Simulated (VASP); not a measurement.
# TiO2 (C2/c) in VASP: notebook

The runs below take TiO2 through single point, with PBE.

Program: VASP 6.6.1. These are calculated values, not measurements. Logs are shortened: lines on timing, memory, paths and dates and some standing lists are left out, and cuts for length are marked.

### 1 The cell of the first run

It takes space group C2/c (No. 15, monoclinic). Conventional cell: a = 5.412 Å, b = 5.413 Å, c = 5.430 Å, α = 90.00°, β = 119.01°, γ = 90.00°. Within 2.6 Å of Ti (site symmetry 2) lie 6 O at 1.93 to 1.98 Å. O (site symmetry 1) has 3 Ti at 1.93 to 1.98 Å and 2 O at 2.49 Å within 2.6 Å.

### 2 Single point, PBE

INCAR reads:

```
  PREC = Accurate
  ENCUT = 520
  EDIFF = 1E-6
  ISMEAR = -1
  SIGMA = 0.05
  LREAL = False
  LASPH = True
  NELM = 100
  ALGO = Normal
  ISIF = 2
  LWAVE = False
  LCHARG = False
  GGA = PE
  NBANDS = 33
```

KPOINTS reads:

```
Automatic mesh
0
Gamma
  6 6 5
```

POSCAR reads:

```
TiO2
1.0
    2.7060340000     -2.7066550000      0.0000000000
    2.7060340000      2.7066550000      0.0000000000
   -2.6335310000      0.0000000000      4.7486706300
Ti O
2 4
Direct
    0.8658900000      0.1341100000      0.7500000000
    0.1341100000      0.8658900000      0.2500000000
    0.0887550000      0.3312210000      0.1671490000
    0.9112450000      0.6687790000      0.8328510000
    0.6687790000      0.9112450000      0.3328510000
    0.3312210000      0.0887550000      0.6671490000
```

Potentials or basis: VASP PAW PBE potentials, release 64 (Ti_sv, O).

The run is started by

```
> cat potpaw_PBE.64/Ti_sv/POTCAR potpaw_PBE.64/O/POTCAR > POTCAR
> mpirun -np 1 vasp_std > vasp.out
```

OUTCAR:

```text
PREC = Accurate
   ENCUT = 520
   EDIFF = 1E-6
   ISMEAR = -1
   LREAL = False
   LASPH = True
   NELM = 100
   ISIF = 2
   GGA = PE

 ion  position               nearest neighbor table
   1  0.866  0.134  0.750-   4 1.93   6 1.93   6 1.97   4 1.97   3 1.98   5 1.98
   2  0.134  0.866  0.250-   5 1.93   3 1.93   5 1.97   3 1.97   6 1.98   4 1.98
   3  0.089  0.331  0.167-   2 1.93   2 1.97   1 1.98
   4  0.911  0.669  0.833-   1 1.93   1 1.97   2 1.98
   5  0.669  0.911  0.333-   2 1.93   2 1.97   1 1.98
   6  0.331  0.089  0.667-   1 1.93   1 1.97   2 1.98

  LATTYP: Found a base centered monoclinic cell.
 ALAT       =     5.4120680000
 B/A-ratio  =     1.0002294871
 C/A-ratio  =     1.0033211332
 COS(beta)  =    -0.4849927318

  Lattice vectors:

 A1 = (   2.7060340000,  -2.7066550000,   0.0000000000)
 A2 = (   2.7060340000,   2.7066550000,   0.0000000000)
 A3 = (  -2.6335310000,   0.0000000000,   4.7486706300)

Analysis of symmetry for initial positions (statically):
=====================================================================
 Subroutine PRICEL returns:
 Original cell was already a primitive cell.

 Routine SETGRP: Setting up the symmetry group for a
 base centered monoclinic supercell.

 Subroutine GETGRP returns: Found  4 space group operations
 (whereof  2 operations were pure point group operations)
 out of a pool of  4 trial point group operations.

The static configuration has the point symmetry S_2 .
 The point group associated with its full space group is C_2h.

Analysis of symmetry for dynamics (positions and initial velocities):
=====================================================================
 Subroutine PRICEL returns:
 Original cell was already a primitive cell.

 Routine SETGRP: Setting up the symmetry group for a
 base centered monoclinic supercell.

 Subroutine GETGRP returns: Found  4 space group operations
 (whereof  2 operations were pure point group operations)
 out of a pool of  4 trial point group operations.

The dynamic configuration has the point symmetry S_2 .
 The point group associated with its full space group is C_2h.

 Subroutine INISYM returns: Found  4 space group operations
 (whereof  2 operations are pure point group operations),
 and found     1 'primitive' translations

----------------------------------------------------------------------------------------

                                     Primitive cell

  volume of cell :      69.5614

  direct lattice vectors                    reciprocal lattice vectors
     2.706034000 -2.706655000  0.000000000     0.184772253 -0.184729860  0.102471512
     2.706034000  2.706655000  0.000000000     0.184772253  0.184729860  0.102471512
    -2.633531000  0.000000000  4.748670630     0.000000000  0.000000000  0.210585252

  length of vectors
     3.827349122  3.827349122  5.430042199     0.280653376  0.280653376  0.210585252

  position of ions in fractional coordinates (direct lattice)
     0.865890000  0.134110000  0.750000000
     0.134110000  0.865890000  0.250000000
     0.088755000  0.331221000  0.167149000
     0.911245000  0.668779000  0.832851000
     0.668779000  0.911245000  0.332851000
     0.331221000  0.088755000  0.667149000

  ion indices of the primitive-cell ions
   primitive index   ion index
                 1           1
                 2           2
                 3           3
                 4           4
                 5           5
                 6           6

----------------------------------------------------------------------------------------

 KPOINTS: Automatic mesh

Automatic generation of k-mesh.
 Grid dimensions read from file:
 generate k-points for:    6    6    5

 Generating k-lattice:

  Cartesian coordinates                     Fractional coordinates (reciprocal lattice)
     0.030795376 -0.030788310  0.017078585     0.166666667  0.000000000  0.000000000
     0.030795376  0.030788310  0.017078585     0.000000000  0.166666667  0.000000000
     0.000000000  0.000000000  0.042117050     0.000000000  0.000000000  0.200000000

  Length of vectors
     0.046775563  0.046775563  0.042117050

  Shift w.r.t. Gamma in fractional coordinates (k-lattice)
     0.000000000  0.000000000  0.000000000

 Subroutine IBZKPT returns following result:
 ===========================================

 Found     55 irreducible k-points:

 Following reciprocal coordinates:
            Coordinates               Weight
  0.000000  0.000000  0.000000      1.000000
  0.166667  0.000000 -0.000000      4.000000
  0.333333  0.000000 -0.000000      4.000000
  0.500000  0.000000 -0.000000      2.000000
  0.166667  0.166667 -0.000000      2.000000
  0.333333  0.166667 -0.000000      4.000000
[... 16 lines left out ...]
 -0.333333  0.166667  0.200000      4.000000
 -0.166667  0.166667  0.200000      4.000000
 [... further k-points ...]
   k-points           NKPTS =     55   k-points in BZ     NKDIM =     55   number of bands    NBANDS=     33
   number of dos      NEDOS =    301   number of ions     NIONS =      6
   total plane-waves  NPLWV =  31360
   dimension x,y,z NGX =    28 NGY =   28 NGZ =   40
   dimension x,y,z NGXF=    56 NGYF=   56 NGZF=   80
   ions per type =               2   4
   NGX,Y,Z   is equivalent  to a cutoff of  12.16, 12.16, 12.25 a.u.
   NGXF,Y,Z  is equivalent  to a cutoff of  24.32, 24.32, 24.49 a.u.
 SYSTEM =  unknown system
   PREC   = accura    normal or accurate (medium, high low for compatibility)
   ISTART =      0    job   : 0-new  1-cont  2-samecut
   ICHARG =      2    charge: 1-file 2-atom 10-const
   ISPIN  =      1    spin polarized calculation?
   LNONCOLLINEAR =      F non collinear calculations
   LSORBIT =      F    spin-orbit coupling
   LASPH  =      T    aspherical Exc in radial PAW
   ENCUT  =  520.0 eV  38.22 Ry    6.18 a.u.   7.12  7.12 10.10*2*pi/ulx,y,z
   NELM   =    100;   NELMIN=  2; NELMDL= -5     # of ELM steps
   EDIFF  = 0.1E-05   stopping-criterion for ELM
   LREAL  =      F    real-space projection
   EDIFFG = 0.1E-04   stopping-criterion for IOM
   NSW    =      0    number of steps for IOM
   IBRION =     -1    ionic relax: 0-MD 1-quasi-New 2-CG
   NFREE  =      0    steps in history (QN), initial steepest desc. (CG)
   ISIF   =      2    stress and relaxation
   ISYM   =      2    0-nonsym 1-usesym 2-fastsym
   POTIM  = 0.5000    time-step for ionic-motion
   TEBEG  =    0.0;   TEEND  =   0.0 temperature during run
   PSTRESS=    0.0 pullay stress
   NELECT =      48.0000    total number of electrons
   NUPDOWN=      -1.0000    fix difference up-down
   EMIN   =  10.00;   EMAX   =-10.00  energy-range for DOS
   EFERMI =   0.00;   METHOD = LEGACY
   ISMEAR =    -1;   SIGMA  =   0.05  broadening in eV -4-tet -1-fermi 0-gaus
   EFERMI_NEDOS =   21; number of points for ismear=-14 and -15
   IALGO  =     38    algorithm
   IMIX   =      4    mixing-type and parameters
     AMIX     =   0.40;   BMIX     =  1.00
     AMIX_MAG =   1.60;   BMIX_MAG =  1.00
  volume/ion in A,a.u.               =      11.59        78.24
  Fermi-wavevector in a.u.,A,eV,Ry     =   1.446658  2.733787 28.474533  2.092819
  Thomas-Fermi vector in A             =   2.564701
   LORBIT       =      0    0 simple, 1 ext, 2 COOP (PROOUT), +10 PAW based schemes
   GGA     = PE    functional components
   LHFCALC =     F    Hartree Fock is set to
   AEXX    =    0.0000 exact exchange contribution
   IVDW    =     0    specifies the selected vdW correction
   LEPSILON=     F    determine dielectric tensor
   LRPA    =     F    only Hartree local field effects (RPA)
 non-spin polarized calculation
  energy-cutoff  :      520.00
  volume of cell :       69.56
 maximum number of plane-waves:      1883
   NGX = 15   NGY = 15   NGZ = 21

 number of electron      47.9999984 magnetization

 Free energy of the ion-electron system (eV)
  ---------------------------------------------------
  ext. energy  EPLUGINS =         0.00000000
  ---------------------------------------------------
  free energy    TOTEN  =       -53.84803521 eV

  energy without entropy =      -53.84803521  energy(sigma->0) =      -53.84803521

 E-fermi :   4.2499     XC(G=0): -10.6324

 val. band max:        3.1784391435   @ k =   0.5000   0.5000  -0.0000
 cond. band min:       5.2462896691   @ k =   0.0000   0.0000   0.0000
 fundamental gap:      2.0678505256
 Fermi energy:         4.2499212671

 k-point     1 :       0.0000    0.0000    0.0000
  band No.  band energies     occupation
      1     -53.2713      2.00000
      2     -53.2141      2.00000
      3     -29.7138      2.00000
      4     -29.4852      2.00000
      5     -29.4847      2.00000
      6     -29.4192      2.00000
[... 25 lines left out ...]
     32       8.2826      0.00000
     33       8.4051      0.00000

 k-point     2 :       0.1667    0.0000   -0.0000
  band No.  band energies     occupation
      1     -53.2678      2.00000
      2     -53.2167      2.00000
      3     -29.7046      2.00000
      4     -29.5154      2.00000
      5     -29.4878      2.00000
      6     -29.4283      2.00000
[... 25 lines left out ...]
     32       8.5490      0.00000
     33       8.9256      0.00000

 k-point     3 :       0.3333    0.0000   -0.0000
  band No.  band energies     occupation
      1     -53.2594      2.00000
      2     -53.2233      2.00000
      3     -29.6844      2.00000
      4     -29.5741      2.00000
      5     -29.4927      2.00000
      6     -29.4452      2.00000
[... 25 lines left out ...]
     32       8.8963      0.00000
     33       9.4808      0.00000

 k-point     4 :       0.5000    0.0000   -0.0000
  band No.  band energies     occupation
      1     -53.2536      2.00000
      2     -53.2282      2.00000
      3     -29.6704      2.00000
      4     -29.6070      2.00000
      5     -29.4949      2.00000
      6     -29.4492      2.00000
[... 673 lines left out ...]
     32       9.6160      0.00000
     33       9.7493      0.00000

 k-point    23 :      -0.3333    0.1667    0.2000
  band No.  band energies     occupation
      1     -53.2597      2.00000
      2     -53.2220      2.00000
      3     -29.7039      2.00000
      4     -29.5793      2.00000
      5     -29.5066      2.00000
      6     -29.4582      2.00000
[... 25 lines left out ...]
     32       9.6044      0.00000
     33       9.6316      0.00000

 k-point    24 :      -0.1667    0.1667    0.2000
  band No.  band energies     occupation
      1     -53.2619      2.00000
      2     -53.2218      2.00000
      3     -29.6832      2.00000
      4     -29.5405      2.00000
      5     -29.5057      2.00000
      6     -29.4348      2.00000
[... 25 lines left out ...]
     32       9.1178      0.00000
     33       9.2431      0.00000

 [... further k-points ...]

------------------------ aborting loop because EDIFF is reached ----------------------------------------

  FORCE on cell =-STRESS in cart. coord.  units (eV):
  Direction    XX          YY          ZZ          XY          YZ          ZX
  --------------------------------------------------------------------------------------
  -------------------------------------------------------------------------------------
  Total        0.0613842      0.0444053      1.4072349      0.0000000      0.0000000     -0.0618816
  in kB        1.4138347      1.0227686     32.4122350      0.0000000      0.0000000     -1.4252930
  external PRESSURE =      11.6162794 kB  Pullay stress =       0.0000000 kB

 VOLUME and BASIS-vectors are now :
 -----------------------------------------------------------------------------
  energy-cutoff  :      520.00
  volume of cell :       69.56
      direct lattice vectors                 reciprocal lattice vectors
     2.706034000 -2.706655000  0.000000000     0.184772253 -0.184729860  0.102471512
     2.706034000  2.706655000  0.000000000     0.184772253  0.184729860  0.102471512
    -2.633531000  0.000000000  4.748670630     0.000000000  0.000000000  0.210585252

 POSITION                                       TOTAL-FORCE (eV/Angst)
 -----------------------------------------------------------------------------------
      0.73089     -1.98068      3.56150         0.000000     -0.057266      0.000000
      2.04765      1.98068      1.18717         0.000000      0.057266      0.000000
      0.69628      0.65627      0.79374         0.000471      0.016545      0.073333
      2.08226     -0.65627      3.95494        -0.000471     -0.016545     -0.073333
      3.39903      0.65627      1.58060        -0.000471      0.016545     -0.073333
     -0.62049     -0.65627      3.16807         0.000471     -0.016545      0.073333
 -----------------------------------------------------------------------------------
    total drift:                               -0.000000      0.000000     -0.000000

  FREE ENERGIE OF THE ION-ELECTRON SYSTEM (eV)
  ---------------------------------------------------
  free  energy   TOTEN  =       -53.8480352112 eV

  energy  without entropy=      -53.8480352111  energy(sigma->0) =      -53.84803521
```

It took 3.6 min on 1 thread of Intel Xeon 8259CL, shared host; peak memory 0.24 GiB.

What came out:

```
Free energy            : -53.8480 eV
Pressure               : 1.2 GPa
Largest force          : 0.075 eV/Å
Band gap on the k mesh : 2.07 eV (least direct gap 2.40 eV)
```

Forces on the atoms (eV/Å):
```
Ti   0.000 -0.057  0.000
Ti   0.000  0.057  0.000
O    0.000  0.017  0.073
O    0.000 -0.017 -0.073
O    0.000  0.017 -0.073
O    0.000 -0.017  0.073
```

Stress tensor (GPa, compression positive):
```
 0.14  0.00 -0.14
 0.00  0.10  0.00
-0.14  0.00  3.24
```

Levels at points of the mesh, in eV from the valence-band top:
```tsv
k point	band 21	band 22	band 23	band 24	band 25	band 26	band 27	band 28
(0.00, 0.00, 0.00)	-0.71	-0.68	-0.44	-0.43	2.07	2.82	3.85	3.86
(0.50, 0.00, 0.00)	-1.85	-0.90	-0.82	-0.59	3.22	3.38	3.43	3.68
(0.50, 0.50, 0.00)	-2.15	-1.83	-0.01	0.00	3.27	3.31	3.57	3.92
```

A k mesh can miss the band edges.

### 3 Single point, PBE

This run uses another cell than the first one, of 11.71 Å³/atom.

INCAR reads:

```
SYSTEM = TiO2
PREC = Accurate
ENCUT = 520
EDIFF = 1E-6
ISMEAR = -1
SIGMA = 0.05
LREAL = .FALSE.
LASPH = .TRUE.
NELM = 80
ALGO = Normal
ISIF = 2
LWAVE = .FALSE.
LCHARG = .FALSE.
GGA = PE
NBANDS = 33
```

KPOINTS reads:

```
Automatic mesh
0
G
  6 6 5
  0 0 0
```

POSCAR: that of step 2 with these lines changed.

```diff
@@ -4,3 +4,3 @@
     2.7060340000      2.7066550000      0.0000000000
-   -2.6335310000      0.0000000000      4.7486706300
+   -2.6335310000      0.0000000000      4.7966370000
 Ti O
```

Potentials or basis: VASP PAW PBE potentials, release 64 (Ti_sv, O).

The run is started by

```
> cat potpaw_PBE.64/Ti_sv/POTCAR potpaw_PBE.64/O/POTCAR > POTCAR
> mpirun -np 1 vasp_std > vasp.out
```

Wall time 3.5 min (1 thread of Intel Xeon 8259CL, shared host); peak memory 0.23 GiB.

It converged, with:

- Free energy: -53.8547 eV
- Pressure: -1.0 GPa
- Largest force: 0.106 eV/Å
- Band gap on the k mesh: 2.05 eV (least direct gap 2.39 eV)

Forces on the atoms (eV/Å):
```
Ti   0.000 -0.062  0.000
Ti   0.000  0.062  0.000
O    0.001  0.027 -0.103
O   -0.001 -0.027  0.103
O   -0.001  0.027  0.103
O    0.001 -0.027 -0.103
```

Stress tensor (GPa, compression positive):
```
-1.22  0.00 -0.23
 0.00 -1.25  0.00
-0.23  0.00 -0.60
```

Levels at points of the mesh, in eV from the valence-band top:
```csv
k point,band 22,band 23,band 24,band 25,band 26,band 27
"(0.00, 0.00, 0.00)",-0.72,-0.44,-0.43,2.05,2.76,3.79
"(0.50, 0.00, 0.00)",-0.89,-0.87,-0.62,3.19,3.34,3.36
"(0.50, 0.50, 0.00)",-1.85,-0.01,0.00,3.20,3.24,3.50
```

A k mesh can miss the band edges.

### 4 Single point, PBE

This run uses another cell than the first one, of 11.83 Å³/atom.

INCAR reads:

```
PREC     = Accurate       # precision mode
ENCUT    = 520            # plane-wave cutoff, eV
EDIFF    = 1E-6           # SCF threshold, eV
ISMEAR   = -1             # smearing method
SIGMA    = 0.05           # smearing width, eV
LREAL    = False          # projectors in reciprocal space
LASPH    = True           # aspherical terms in the spheres
NELM     = 80             # most SCF steps
ALGO     = Normal         # electronic algorithm
ISIF     = 2              # what is computed and relaxed
LWAVE    = False          # write WAVECAR
LCHARG   = False          # write CHGCAR
GGA      = PE             # functional
NBANDS   = 33             # bands
```

KPOINTS reads:

```
Automatic mesh
0
Gamma
  6 6 5
```

POSCAR: that of step 3 with these lines changed.

```diff
@@ -4,3 +4,3 @@
     2.7060340000      2.7066550000      0.0000000000
-   -2.6335310000      0.0000000000      4.7966370000
+   -2.6335310000      0.0000000000      4.8446033700
 Ti O
```

The run is started by

```
> cat potpaw_PBE.64/Ti_sv/POTCAR potpaw_PBE.64/O/POTCAR > POTCAR
> mpirun -np 1 vasp_std > vasp.out
```

Run time: 3.6 min. Hardware: 1 thread of Intel Xeon 8259CL, shared host; peak memory 0.24 GiB.

The run converged. Its results:

```yaml
Free_energy: -53.8456 eV
Pressure: -3.0 GPa
Largest_force: 0.259 eV/Å
Band_gap_on_the_k_mesh: 2.03 eV (least direct gap 2.38 eV)
```

Forces on the atoms (eV/Å):
```
Ti   0.000 -0.066  0.000
Ti   0.000  0.066  0.000
O    0.003  0.035 -0.257
O   -0.003 -0.035  0.257
O   -0.003  0.035  0.257
O    0.003 -0.035 -0.257
```

Stress tensor (GPa, compression positive):
```
-2.52  0.00 -0.31
 0.00 -2.55  0.00
-0.31  0.00 -4.01
```

Levels at points of the mesh, in eV from the valence-band top:
| k point | band 22 | band 23 | band 24 | band 25 | band 26 | band 27 |
| --- | --- | --- | --- | --- | --- | --- |
| (0.00, 0.00, 0.00) | -0.76 | -0.44 | -0.43 | 2.03 | 2.70 | 3.74 |
| (0.50, 0.00, 0.00) | -0.91 | -0.89 | -0.64 | 3.15 | 3.30 | 3.31 |
| (0.50, 0.50, 0.00) | -1.87 | -0.02 | 0.00 | 3.14 | 3.17 | 3.44 |

Caveat: the cell stands under tension. A k mesh can miss the band edges.

### 5 Overview

```tsv
cell	gap on the mesh (eV)	pressure (GPa)	largest force (eV/Å)
a = 3.827, b = 3.827, c = 5.430 Å, angles 110.1, 110.1, 90.0°, 6 atoms	2.07	1.2	0.08
a = 3.827, b = 3.827, c = 5.472 Å, angles 109.9, 109.9, 90.0°, 6 atoms	2.05	-1.0	0.11
a = 3.827, b = 3.827, c = 5.514 Å, angles 109.7, 109.7, 90.0°, 6 atoms	2.03	-3.0	0.26
```

Alike in all rows: task single point; level PBE; potentials or basis VASP PAW PBE potentials, release 64 (Ti_sv, O); no spin polarisation; k mesh 6 × 6 × 5; cutoff (eV) 520; smearing fermi-dirac 0.05 eV.

Caveats: the cell stands under tension (at least some runs).

Absolute energies hang on the potentials; compare differences alone.
